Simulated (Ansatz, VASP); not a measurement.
## FeGe: VASP beside Ansatz

```
Fe Ge
1.0
     4.74603    0.00000    0.00000
     0.00000    4.74603    0.00000
     0.00000    0.00000    4.74603
Fe Ge
4 4
Cartesian
  0.6088 0.6088 0.6088
  1.7642 4.1372 2.9818
  2.9818 1.7642 4.1372
  4.1372 2.9818 1.7642
  3.9683 3.9683 3.9683
  3.1508 0.7777 1.5953
  1.5953 3.1508 0.7777
  0.7777 1.5953 3.1508
```

Alike in both runs: functional PBE; k mesh 10 × 10 × 10; occupations gaussian, width 0.03 eV; no spin polarisation.

Ansatz relaxed the structure, and its values are those at the end. VASP's run is a single point on that final structure, the one shown.

|  | VASP | Ansatz |
| --- | --- | --- |
| version | VASP 6.6.1 | Ansatz 0.2.0 |
| potentials or method | VASP PAW PBE potentials, release 64 (Fe, Ge_d), cutoff 520 eV | scalar-relativistic, plane waves, PAW |
| valence electrons in the cell | 88 | 120 |

```csv
,VASP,Ansatz,Ansatz less VASP
gap on the k mesh at the Fermi level (eV),0.10,0.11,+0.005
least direct gap on the mesh (eV),0.13,0.13,+0.006
pressure (GPa),-9.3,-9.5,-0.22
rms of the force components (eV/Å),0.009,0.002,-0.0076
```

VASP's potentials hold 88 valence electrons a cell and Ansatz's 120, so a difference there can come from the potentials and not from the codes. Ansatz's warnings: stress scf threshold loose.
